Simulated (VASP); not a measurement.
# Nb (Fm-3m) in VASP: a series of runs

Aim: see how the results for Nb move with the level of theory and the settings. Levels: PBE, PBEsol. Tasks: single point.

Program: VASP 6.6.1. These are calculated values, not measurements. Logs are shortened: lines on timing, memory, paths and dates and some standing lists are left out, and cuts for length are marked.

## 1. The cell of the first run

Symmetry: Fm-3m, No. 225, cubic system. The conventional cell has a = 4.313 Å, b = 4.313 Å, c = 4.313 Å, α = 90.00°, β = 90.00°, γ = 90.00°. Within 4.0 Å of Nb (site symmetry m-3m) lie 12 Nb at 3.05 Å.

## 2. Single point, PBE (volume scaled by 1.06)

File INCAR:

```
SYSTEM = Nb
PREC = Accurate
ENCUT = 520
EDIFF = 1E-6
ISMEAR = -1
SIGMA = 0.08
LREAL = .False.
LASPH = .True.
NELM = 60
ALGO = Normal
ISIF = 2
LWAVE = .False.
LCHARG = .False.
GGA = PE
NBANDS = 12
```

File KPOINTS:

```
regular mesh
0
Gamma
  13 13 13
  0 0 0
```

File POSCAR:

```
Nb
1.0
    0.0000000000      2.1564811194      2.1564811194
    2.1564811194      0.0000000000      2.1564811194
    2.1564811194      2.1564811194      0.0000000000
Nb
1
Direct
    0.0000000000      0.0000000000      0.0000000000
```

Potentials or basis: VASP PAW PBE potentials, release 64 (Nb_sv).

On the command line:

```sh
$ cat potpaw_PBE.64/Nb_sv/POTCAR > POTCAR
$ mpirun -np 1 vasp_std > vasp.out
```

OUTCAR:

```text
SYSTEM = Nb
   PREC = Accurate
   ENCUT = 520
   EDIFF = 1E-6
   ISMEAR = -1
   LREAL = .False.
   LASPH = .True.
   NELM = 60
   ISIF = 2
   GGA = PE

 ion  position               nearest neighbor table
   1  0.000  0.000  0.000-

  LATTYP: Found a face centered cubic cell.
 ALAT       =     4.3129622388

  Lattice vectors:

 A1 = (   0.0000000000,   2.1564811194,   2.1564811194)
 A2 = (   2.1564811194,   0.0000000000,   2.1564811194)
 A3 = (   2.1564811194,   2.1564811194,   0.0000000000)

Analysis of symmetry for initial positions (statically):
=====================================================================
 Subroutine PRICEL returns:
 Original cell was already a primitive cell.

 Routine SETGRP: Setting up the symmetry group for a
 face centered cubic supercell.

 Subroutine GETGRP returns: Found 48 space group operations
 (whereof 48 operations were pure point group operations)
 out of a pool of 48 trial point group operations.

The static configuration has the point symmetry O_h .

Analysis of symmetry for dynamics (positions and initial velocities):
=====================================================================
 Subroutine PRICEL returns:
 Original cell was already a primitive cell.

 Routine SETGRP: Setting up the symmetry group for a
 face centered cubic supercell.

 Subroutine GETGRP returns: Found 48 space group operations
 (whereof 48 operations were pure point group operations)
 out of a pool of 48 trial point group operations.

The dynamic configuration has the point symmetry O_h .

 Subroutine INISYM returns: Found 48 space group operations
 (whereof 48 operations are pure point group operations),
 and found     1 'primitive' translations

----------------------------------------------------------------------------------------

                                     Primitive cell

  volume of cell :      20.0570

  direct lattice vectors                    reciprocal lattice vectors
     0.000000000  2.156481119  2.156481119    -0.231859206  0.231859206  0.231859206
     2.156481119  0.000000000  2.156481119     0.231859206 -0.231859206  0.231859206
     2.156481119  2.156481119  0.000000000     0.231859206  0.231859206 -0.231859206

  length of vectors
     3.049724846  3.049724846  3.049724846     0.401591925  0.401591925  0.401591925

  position of ions in fractional coordinates (direct lattice)
     0.000000000  0.000000000  0.000000000

  ion indices of the primitive-cell ions
   primitive index   ion index
                 1           1

----------------------------------------------------------------------------------------

 KPOINTS: regular mesh

Automatic generation of k-mesh.
 Grid dimensions read from file:
 generate k-points for:   13   13   13

 Generating k-lattice:

  Cartesian coordinates                     Fractional coordinates (reciprocal lattice)
    -0.017835324  0.017835324  0.017835324     0.076923077  0.000000000  0.000000000
     0.017835324 -0.017835324  0.017835324     0.000000000  0.076923077  0.000000000
     0.017835324  0.017835324 -0.017835324     0.000000000  0.000000000  0.076923077

  Length of vectors
     0.030891687  0.030891687  0.030891687

  Shift w.r.t. Gamma in fractional coordinates (k-lattice)
     0.000000000  0.000000000  0.000000000

 Subroutine IBZKPT returns following result:
 ===========================================

 Found     84 irreducible k-points:

 Following reciprocal coordinates:
            Coordinates               Weight
  0.000000  0.000000  0.000000      1.000000
  0.076923  0.000000  0.000000      8.000000
  0.153846  0.000000  0.000000      8.000000
  0.230769  0.000000  0.000000      8.000000
  0.307692  0.000000  0.000000      8.000000
  0.384615  0.000000  0.000000      8.000000
[... 16 lines left out ...]
  0.384615  0.153846  0.000000     24.000000
  0.461538  0.153846  0.000000     24.000000
 [... further k-points ...]
   k-points           NKPTS =     84   k-points in BZ     NKDIM =     84   number of bands    NBANDS=     12
   number of dos      NEDOS =    301   number of ions     NIONS =      1
   total plane-waves  NPLWV =  13824
   dimension x,y,z NGX =    24 NGY =   24 NGZ =   24
   dimension x,y,z NGXF=    48 NGYF=   48 NGZF=   48
   ions per type =               1
   NGX,Y,Z   is equivalent  to a cutoff of  13.08, 13.08, 13.08 a.u.
   NGXF,Y,Z  is equivalent  to a cutoff of  26.17, 26.17, 26.17 a.u.
 SYSTEM =  Nb
   PREC   = accura    normal or accurate (medium, high low for compatibility)
   ISTART =      0    job   : 0-new  1-cont  2-samecut
   ICHARG =      2    charge: 1-file 2-atom 10-const
   ISPIN  =      1    spin polarized calculation?
   LNONCOLLINEAR =      F non collinear calculations
   LSORBIT =      F    spin-orbit coupling
   LASPH  =      T    aspherical Exc in radial PAW
   ENCUT  =  520.0 eV  38.22 Ry    6.18 a.u.   5.67  5.67  5.67*2*pi/ulx,y,z
   NELM   =     60;   NELMIN=  2; NELMDL= -5     # of ELM steps
   EDIFF  = 0.1E-05   stopping-criterion for ELM
   LREAL  =      F    real-space projection
   EDIFFG = 0.1E-04   stopping-criterion for IOM
   NSW    =      0    number of steps for IOM
   IBRION =     -1    ionic relax: 0-MD 1-quasi-New 2-CG
   NFREE  =      0    steps in history (QN), initial steepest desc. (CG)
   ISIF   =      2    stress and relaxation
   ISYM   =      2    0-nonsym 1-usesym 2-fastsym
   POTIM  = 0.5000    time-step for ionic-motion
   TEBEG  =    0.0;   TEEND  =   0.0 temperature during run
   PSTRESS=    0.0 pullay stress
   NELECT =      13.0000    total number of electrons
   NUPDOWN=      -1.0000    fix difference up-down
   EMIN   =  10.00;   EMAX   =-10.00  energy-range for DOS
   EFERMI =   0.00;   METHOD = LEGACY
   ISMEAR =    -1;   SIGMA  =   0.08  broadening in eV -4-tet -1-fermi 0-gaus
   EFERMI_NEDOS =   21; number of points for ismear=-14 and -15
   IALGO  =     38    algorithm
   IMIX   =      4    mixing-type and parameters
     AMIX     =   0.40;   BMIX     =  1.00
     AMIX_MAG =   1.60;   BMIX_MAG =  1.00
  volume/ion in A,a.u.               =      20.06       135.35
  Fermi-wavevector in a.u.,A,eV,Ry     =   1.416773  2.677313 27.310238  2.007246
  Thomas-Fermi vector in A             =   2.538073
   LORBIT       =      0    0 simple, 1 ext, 2 COOP (PROOUT), +10 PAW based schemes
   GGA     = PE    functional components
   LHFCALC =     F    Hartree Fock is set to
   AEXX    =    0.0000 exact exchange contribution
   IVDW    =     0    specifies the selected vdW correction
   LEPSILON=     F    determine dielectric tensor
   LRPA    =     F    only Hartree local field effects (RPA)
 non-spin polarized calculation
  energy-cutoff  :      520.00
  volume of cell :       20.06
 maximum number of plane-waves:       556
   NGX = 11   NGY = 11   NGZ = 11

 number of electron      12.9999999 magnetization

 Free energy of the ion-electron system (eV)
  ---------------------------------------------------
  ext. energy  EPLUGINS =         0.00000000
  ---------------------------------------------------
  free energy    TOTEN  =        -9.86822938 eV

  energy without entropy =       -9.83460442  energy(sigma->0) =       -9.85141690

 E-fermi :  10.0559     XC(G=0): -11.9581

 val. band max:       10.0525650458   @ k =   0.0769   0.0000   0.0000
 cond. band min:      10.0639986393   @ k =   0.4615   0.0000   0.0000
 fundamental gap:      0.0114335934
 Fermi energy:        10.0558765024

 k-point     1 :       0.0000    0.0000    0.0000
  band No.  band energies     occupation
      1     -44.8168      2.00000
      2     -20.3131      2.00000
      3     -20.3131      2.00000
      4     -20.3131      2.00000
      5       4.0156      2.00000
      6      10.2053      0.26761
      7      10.2053      0.26761
      8      10.2053      0.26761
      9      12.5662      0.00000
     10      12.5662      0.00000
     11      21.8034      0.00000
     12      26.2939      0.00000

 k-point     2 :       0.0769    0.0000    0.0000
  band No.  band energies     occupation
      1     -44.8086      2.00000
      2     -20.3709      2.00000
      3     -20.3204      2.00000
      4     -20.3204      2.00000
      5       4.2194      2.00000
      6      10.0526      1.02069
      7      10.2970      0.09358
      8      10.2970      0.09358
      9      12.4900      0.00000
     10      12.4900      0.00000
     11      22.2028      0.00000
     12      25.4302      0.00000

 k-point     3 :       0.1538    0.0000    0.0000
  band No.  band energies     occupation
      1     -44.7856      2.00000
      2     -20.5291      2.00000
      3     -20.3406      2.00000
      4     -20.3406      2.00000
      5       4.7855      2.00000
      6       9.7078      1.97455
      7      10.4966      0.00806
      8      10.4966      0.00806
      9      12.3763      0.00000
     10      12.3763      0.00000
     11      23.1013      0.00000
     12      24.0971      0.00000
[... 286 lines left out ...]
 k-point    23 :       0.3846    0.1538    0.0000
  band No.  band energies     occupation
      1     -44.6898      2.00000
      2     -21.0230      2.00000
      3     -20.4991      2.00000
      4     -20.4809      2.00000
      5       6.8741      2.00000
      6       8.9225      2.00000
      7       9.8666      1.82840
      8      11.0092      0.00001
      9      13.5617      0.00000
     10      14.0593      0.00000
     11      21.6203      0.00000
     12      24.1280      0.00000

 k-point    24 :       0.4615    0.1538    0.0000
  band No.  band energies     occupation
      1     -44.6671      2.00000
      2     -21.1488      2.00000
      3     -20.5455      2.00000
      4     -20.4888      2.00000
      5       7.0499      2.00000
      6       9.1534      1.99997
      7      10.0084      1.28812
      8      10.7977      0.00019
      9      14.4078      0.00000
     10      14.8047      0.00000
     11      20.0576      0.00000
     12      23.2310      0.00000

 [... further k-points ...]

------------------------ aborting loop because EDIFF is reached ----------------------------------------

  FORCE on cell =-STRESS in cart. coord.  units (eV):
  Direction    XX          YY          ZZ          XY          YZ          ZX
  --------------------------------------------------------------------------------------
  -------------------------------------------------------------------------------------
  Total       -1.2219336     -1.2219336     -1.2219336      0.0000000     -0.0000000      0.0000000
  in kB      -97.6093058    -97.6093058    -97.6093058      0.0000000     -0.0000000      0.0000000
  external PRESSURE =     -97.6093058 kB  Pullay stress =       0.0000000 kB

 VOLUME and BASIS-vectors are now :
 -----------------------------------------------------------------------------
  energy-cutoff  :      520.00
  volume of cell :       20.06
      direct lattice vectors                 reciprocal lattice vectors
     0.000000000  2.156481119  2.156481119    -0.231859206  0.231859206  0.231859206
     2.156481119  0.000000000  2.156481119     0.231859206 -0.231859206  0.231859206
     2.156481119  2.156481119  0.000000000     0.231859206  0.231859206 -0.231859206

 POSITION                                       TOTAL-FORCE (eV/Angst)
 -----------------------------------------------------------------------------------
      0.00000      0.00000      0.00000        -0.000000     -0.000000     -0.000000
 -----------------------------------------------------------------------------------
    total drift:                                0.000000     -0.000000      0.000000

  FREE ENERGIE OF THE ION-ELECTRON SYSTEM (eV)
  ---------------------------------------------------
  free  energy   TOTEN  =        -9.8682293839 eV

  energy  without entropy=       -9.8346044194  energy(sigma->0) =       -9.85141690
```

Wall time 12 s (1 thread of Intel Xeon Platinum 8259CL at 2.50GHz (Skylake/Cascade Lake), shared host); peak memory 0.14 GiB.

Results:

```
Free energy : -9.8682 eV
Pressure    : -9.8 GPa
```

(Continued in part 2 of 2.)
